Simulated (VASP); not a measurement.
# Ga2Ge2O3 (I2_13) in VASP: single point with PBE

Aim: the single point of Ga2Ge2O3 with PBE.

Everything below comes from runs of VASP 6.6.1. Logs are shortened: lines on timing, memory, paths and dates and some standing lists are left out, and cuts for length are marked.

## (1) The cell of the first run

It takes space group I2_13 (No. 199, cubic). The conventional cell has a = 8.631 Å, b = 8.631 Å, c = 8.631 Å, α = 90.00°, β = 90.00°, γ = 90.00°. Ga (site symmetry 3) has 3 O at 2.29 Å and 1 Ge at 2.90 Å within 3.0 Å. Ge (site symmetry 3) has 3 O at 1.96 Å within 2.6 Å. O (site symmetry 2) has 2 Ge at 1.96 Å and 2 Ga at 2.29 Å and 4 O at 2.67 Å within 2.7 Å.

## (2) Single point, PBE

INCAR

```
SYSTEM = Ga2Ge2O3
ALGO = Normal ; EDIFF = 1E-6
ENCUT = 520 ; GGA = PE
ISIF = 2 ; ISMEAR = 0
LASPH = .TRUE. ; LCHARG = .FALSE.
LREAL = .FALSE. ; LWAVE = .FALSE.
NBANDS = 85 ; NELM = 60
PREC = Accurate ; SIGMA = 0.02
```

KPOINTS

```
k-points
0
G
  6 6 6
  0 0 0
```

POSCAR

```
Ga2Ge2O3
1.0
   -4.3155329638      4.3155329638      4.3155329638
    4.3155329638     -4.3155329638      4.3155329638
    4.3155329638      4.3155329638     -4.3155329638
Ga Ge O
4 4 6
Direct
    0.5000000000      0.0000000000      1.0029734094
    1.0029734094      0.5000000000      0.0000000000
    0.0000000000      1.0029734094      0.5000000000
    0.4970265906      0.4970265906      0.4970265906
    0.1091882894      0.1091882894      0.1091882894
    0.0000000000      0.3908117106      0.5000000000
    0.5000000000      0.0000000000      0.3908117106
    0.3908117106      0.5000000000      0.0000000000
    0.4053158930      0.1553158930      0.2500000000
    0.0946841070      0.3446841070      0.7500000000
    0.7500000000      0.0946841070      0.3446841070
    0.2500000000      0.4053158930      0.1553158930
    0.3446841070      0.7500000000      0.0946841070
    0.1553158930      0.2500000000      0.4053158930
```

Potentials or basis: VASP PAW PBE potentials, release 64 (Ga_d, Ge_d, O).

Run with:

```sh
cat potpaw_PBE.64/Ga_d/POTCAR potpaw_PBE.64/Ge_d/POTCAR potpaw_PBE.64/O/POTCAR > POTCAR
mpirun -np 1 vasp_std > vasp.out
```

OUTCAR:

```text
SYSTEM = Ga2Ge2O3
   EDIFF = 1E-6
   ENCUT = 520
   GGA = PE
   ISIF = 2
   ISMEAR = 0
   LASPH = .TRUE.
   LREAL = .FALSE.
   NELM = 60
   PREC = Accurate

 ion  position               nearest neighbor table
   1  0.500  0.000  0.003-   9 2.29  11 2.29  13 2.29   7 2.90
   2  0.003  0.500  0.000-  13 2.29  12 2.29  10 2.29   8 2.90
   3  0.000  0.003  0.500-  10 2.29  11 2.29  14 2.29   6 2.90
   4  0.497  0.497  0.497-   9 2.29  12 2.29  14 2.29   5 2.90
   5  0.109  0.109  0.109-   9 1.96  12 1.96  14 1.96   4 2.90
   6  0.000  0.391  0.500-  11 1.96  10 1.96  14 1.96   3 2.90
   7  0.500  0.000  0.391-   9 1.96  11 1.96  13 1.96   1 2.90
   8  0.391  0.500  0.000-  12 1.96  10 1.96  13 1.96   2 2.90
   9  0.405  0.155  0.250-   7 1.96   5 1.96   1 2.29   4 2.29
  10  0.095  0.345  0.750-   6 1.96   8 1.96   2 2.29   3 2.29
  11  0.750  0.095  0.345-   6 1.96   7 1.96   1 2.29   3 2.29
  12  0.250  0.405  0.155-   5 1.96   8 1.96   2 2.29   4 2.29
  13  0.345  0.750  0.095-   7 1.96   8 1.96   2 2.29   1 2.29
  14  0.155  0.250  0.405-   5 1.96   6 1.96   3 2.29   4 2.29

  LATTYP: Found a body centered cubic cell.
 ALAT       =     8.6310659276

  Lattice vectors:

 A1 = (  -4.3155329638,   4.3155329638,   4.3155329638)
 A2 = (   4.3155329638,  -4.3155329638,   4.3155329638)
 A3 = (   4.3155329638,   4.3155329638,  -4.3155329638)

Analysis of symmetry for initial positions (statically):
=====================================================================
 Subroutine PRICEL returns:
 Original cell was already a primitive cell.

 Routine SETGRP: Setting up the symmetry group for a
 body centered cubic supercell.

 Subroutine GETGRP returns: Found 12 space group operations
 (whereof  3 operations were pure point group operations)
 out of a pool of 48 trial point group operations.

The static configuration has the point symmetry C_3 .
 The point group associated with its full space group is T   .

Analysis of symmetry for dynamics (positions and initial velocities):
=====================================================================
 Subroutine PRICEL returns:
 Original cell was already a primitive cell.

 Routine SETGRP: Setting up the symmetry group for a
 body centered cubic supercell.

 Subroutine GETGRP returns: Found 12 space group operations
 (whereof  3 operations were pure point group operations)
 out of a pool of 48 trial point group operations.

The dynamic configuration has the point symmetry C_3 .
 The point group associated with its full space group is T   .

 Subroutine INISYM returns: Found 12 space group operations
 (whereof  3 operations are pure point group operations),
 and found     1 'primitive' translations

----------------------------------------------------------------------------------------

                                     Primitive cell

  volume of cell :     321.4869

  direct lattice vectors                    reciprocal lattice vectors
    -4.315532964  4.315532964  4.315532964     0.000000000  0.115860545  0.115860545
     4.315532964 -4.315532964  4.315532964     0.115860545  0.000000000  0.115860545
     4.315532964  4.315532964 -4.315532964     0.115860545  0.115860545  0.000000000

  length of vectors
     7.474722355  7.474722355  7.474722355     0.163851554  0.163851554  0.163851554

  position of ions in fractional coordinates (direct lattice)
     0.500000000  0.000000000  0.002973409
     0.002973409  0.500000000  0.000000000
     0.000000000  0.002973409  0.500000000
     0.497026591  0.497026591  0.497026591
     0.109188289  0.109188289  0.109188289
     0.000000000  0.390811711  0.500000000
     0.500000000  0.000000000  0.390811711
     0.390811711  0.500000000  0.000000000
     0.405315893  0.155315893  0.250000000
     0.094684107  0.344684107  0.750000000
     0.750000000  0.094684107  0.344684107
     0.250000000  0.405315893  0.155315893
     0.344684107  0.750000000  0.094684107
     0.155315893  0.250000000  0.405315893

  ion indices of the primitive-cell ions
   primitive index   ion index
                 1           1
                 2           2
                 3           3
                 4           4
                 5           5
                 6           6
                 7           7
                 8           8
                 9           9
                10          10
                11          11
                12          12
                13          13
                14          14

----------------------------------------------------------------------------------------

 KPOINTS: k-points

Automatic generation of k-mesh.
 Grid dimensions read from file:
 generate k-points for:    6    6    6

 Generating k-lattice:

  Cartesian coordinates                     Fractional coordinates (reciprocal lattice)
     0.000000000  0.019310091  0.019310091     0.166666667  0.000000000  0.000000000
     0.019310091  0.000000000  0.019310091     0.000000000  0.166666667  0.000000000
     0.019310091  0.019310091  0.000000000     0.000000000  0.000000000  0.166666667

  Length of vectors
     0.027308592  0.027308592  0.027308592

  Shift w.r.t. Gamma in fractional coordinates (k-lattice)
     0.000000000  0.000000000  0.000000000

 Subroutine IBZKPT returns following result:
 ===========================================

 Found     18 irreducible k-points:

 Following reciprocal coordinates:
            Coordinates               Weight
  0.000000  0.000000  0.000000      1.000000
  0.166667  0.000000  0.000000     12.000000
  0.333333  0.000000  0.000000     12.000000
  0.500000  0.000000  0.000000      6.000000
  0.166667  0.166667  0.000000     24.000000
  0.333333  0.166667  0.000000     24.000000
[... 10 lines left out ...]
  0.500000  0.500000  0.333333     12.000000
  0.500000  0.500000  0.500000      1.000000
   k-points           NKPTS =     18   k-points in BZ     NKDIM =     18   number of bands    NBANDS=     85
   number of dos      NEDOS =    301   number of ions     NIONS =     14
   total plane-waves  NPLWV = 175616
   dimension x,y,z NGX =    56 NGY =   56 NGZ =   56
   dimension x,y,z NGXF=   112 NGYF=  112 NGZF=  112
   ions per type =               4   4   6
   NGX,Y,Z   is equivalent  to a cutoff of  12.46, 12.46, 12.46 a.u.
   NGXF,Y,Z  is equivalent  to a cutoff of  24.91, 24.91, 24.91 a.u.
 SYSTEM =  Ga2Ge2O3
   PREC   = accura    normal or accurate (medium, high low for compatibility)
   ISTART =      0    job   : 0-new  1-cont  2-samecut
   ICHARG =      2    charge: 1-file 2-atom 10-const
   ISPIN  =      1    spin polarized calculation?
   LNONCOLLINEAR =      F non collinear calculations
   LSORBIT =      F    spin-orbit coupling
   LASPH  =      T    aspherical Exc in radial PAW
   ENCUT  =  520.0 eV  38.22 Ry    6.18 a.u.  13.90 13.90 13.90*2*pi/ulx,y,z
   NELM   =     60;   NELMIN=  2; NELMDL= -5     # of ELM steps
   EDIFF  = 0.1E-05   stopping-criterion for ELM
   LREAL  =      F    real-space projection
   EDIFFG = 0.1E-04   stopping-criterion for IOM
   NSW    =      0    number of steps for IOM
   IBRION =     -1    ionic relax: 0-MD 1-quasi-New 2-CG
   NFREE  =      0    steps in history (QN), initial steepest desc. (CG)
   ISIF   =      2    stress and relaxation
   ISYM   =      2    0-nonsym 1-usesym 2-fastsym
   POTIM  = 0.5000    time-step for ionic-motion
   TEBEG  =    0.0;   TEEND  =   0.0 temperature during run
   PSTRESS=    0.0 pullay stress
   NELECT =     144.0000    total number of electrons
   NUPDOWN=      -1.0000    fix difference up-down
   EMIN   =  10.00;   EMAX   =-10.00  energy-range for DOS
   EFERMI =   0.00;   METHOD = LEGACY
   ISMEAR =     0;   SIGMA  =   0.02  broadening in eV -4-tet -1-fermi 0-gaus
   EFERMI_NEDOS =   21; number of points for ismear=-14 and -15
   IALGO  =     38    algorithm
   IMIX   =      4    mixing-type and parameters
     AMIX     =   0.40;   BMIX     =  1.00
     AMIX_MAG =   1.60;   BMIX_MAG =  1.00
  volume/ion in A,a.u.               =      22.96       154.96
  Fermi-wavevector in a.u.,A,eV,Ry     =   1.252587  2.367046 21.347189  1.568974
  Thomas-Fermi vector in A             =   2.386480
   LORBIT       =      0    0 simple, 1 ext, 2 COOP (PROOUT), +10 PAW based schemes
   GGA     = PE    functional components
   LHFCALC =     F    Hartree Fock is set to
   AEXX    =    0.0000 exact exchange contribution
   IVDW    =     0    specifies the selected vdW correction
   LEPSILON=     F    determine dielectric tensor
   LRPA    =     F    only Hartree local field effects (RPA)
 non-spin polarized calculation
 Gauss-broadening in eV      SIGMA  =   0.02
  energy-cutoff  :      520.00
  volume of cell :      321.49
 maximum number of plane-waves:      8680
   NGX = 27   NGY = 27   NGZ = 27

 number of electron     144.0000032 magnetization

 Free energy of the ion-electron system (eV)
  ---------------------------------------------------
  ext. energy  EPLUGINS =         0.00000000
  ---------------------------------------------------
  free energy    TOTEN  =       -72.31750274 eV

  energy without entropy =      -72.31750274  energy(sigma->0) =      -72.31750274

 E-fermi :   1.4911     XC(G=0):  -8.2331

 val. band max:        1.3621083872   @ k =   0.5000   0.5000   0.5000
 cond. band min:       3.1460784185   @ k =   0.0000   0.0000   0.0000
 fundamental gap:      1.7839700313
 Fermi energy:         1.4910884888

 k-point     1 :       0.0000    0.0000    0.0000
  band No.  band energies     occupation
      1     -22.9541      2.00000
      2     -22.9541      2.00000
      3     -22.9241      2.00000
      4     -22.9241      2.00000
      5     -22.9241      2.00000
      6     -22.8683      2.00000
[... 1555 lines left out ...]
     83       5.5945      0.00000
     84       5.5946      0.00000
 [bands above 84 left out]

------------------------ aborting loop because EDIFF is reached ----------------------------------------

  FORCE on cell =-STRESS in cart. coord.  units (eV):
  Direction    XX          YY          ZZ          XY          YZ          ZX
  --------------------------------------------------------------------------------------
  -------------------------------------------------------------------------------------
  Total        0.2978523      0.2978523      0.2978523      0.0000000      0.0000000      0.0000000
  in kB        1.4843905      1.4843905      1.4843905      0.0000000      0.0000000      0.0000000
  external PRESSURE =       1.4843905 kB  Pullay stress =       0.0000000 kB

 VOLUME and BASIS-vectors are now :
 -----------------------------------------------------------------------------
  energy-cutoff  :      520.00
  volume of cell :      321.49
      direct lattice vectors                 reciprocal lattice vectors
    -4.315532964  4.315532964  4.315532964     0.000000000  0.115860545  0.115860545
     4.315532964 -4.315532964  4.315532964     0.115860545  0.000000000  0.115860545
     4.315532964  4.315532964 -4.315532964     0.115860545  0.115860545  0.000000000

 POSITION                                       TOTAL-FORCE (eV/Angst)
 -----------------------------------------------------------------------------------
     -2.14493      2.17060      2.14493        -0.030404     -0.030404      0.030404
      2.14493     -2.14493      2.17060         0.030404     -0.030404     -0.030404
      2.17060      2.14493     -2.14493        -0.030404      0.030404     -0.030404
      2.14493      2.14493      2.14493         0.030404      0.030404      0.030404
      0.47121      0.47121      0.47121        -0.042418     -0.042418     -0.042418
      3.84433      0.47121     -0.47121         0.042418     -0.042418      0.042418
     -0.47121      3.84433      0.47121         0.042418      0.042418     -0.042418
      0.47121     -0.47121      3.84433        -0.042418      0.042418      0.042418
     -0.00000      2.15777      1.34054         0.000000     -0.000000      0.008394
      4.31553      2.15777     -1.34054         0.000000     -0.000000     -0.008394
     -1.34054      4.31553      2.15777        -0.008394     -0.000000      0.000000
      1.34054     -0.00000      2.15777         0.008394     -0.000000      0.000000
      2.15777     -1.34054      4.31553         0.000000     -0.008394      0.000000
      2.15777      1.34054     -0.00000         0.000000      0.008394      0.000000
 -----------------------------------------------------------------------------------
    total drift:                                0.000027      0.000027      0.000054

  FREE ENERGIE OF THE ION-ELECTRON SYSTEM (eV)
  ---------------------------------------------------
  free  energy   TOTEN  =       -72.3175027445 eV

  energy  without entropy=      -72.3175027445  energy(sigma->0) =      -72.31750274
```

Wall time 16 min (1 thread of Intel Xeon 8259CL, shared host); peak memory 0.64 GiB.

Results:

| Item | Value |
| --- | --- |
| Free energy | -72.3175 eV |
| Pressure | 0.1 GPa |
| Largest force | 0.073 eV/Å |
| Band gap on the k mesh | 1.78 eV (least direct gap 2.19 eV) |

Forces on the atoms (eV/Å):
```
Ga  -0.030 -0.030  0.030
Ga   0.030 -0.030 -0.030
Ga  -0.030  0.030 -0.030
Ga   0.030  0.030  0.030
Ge  -0.042 -0.042 -0.042
Ge   0.042 -0.042  0.042
Ge   0.042  0.042 -0.042
Ge  -0.042  0.042  0.042
O    0.000  0.000  0.008
O    0.000  0.000 -0.008
O   -0.008  0.000  0.000
O    0.008  0.000  0.000
O    0.000 -0.008  0.000
O    0.000  0.008  0.000
```

A k mesh can miss the band edges.
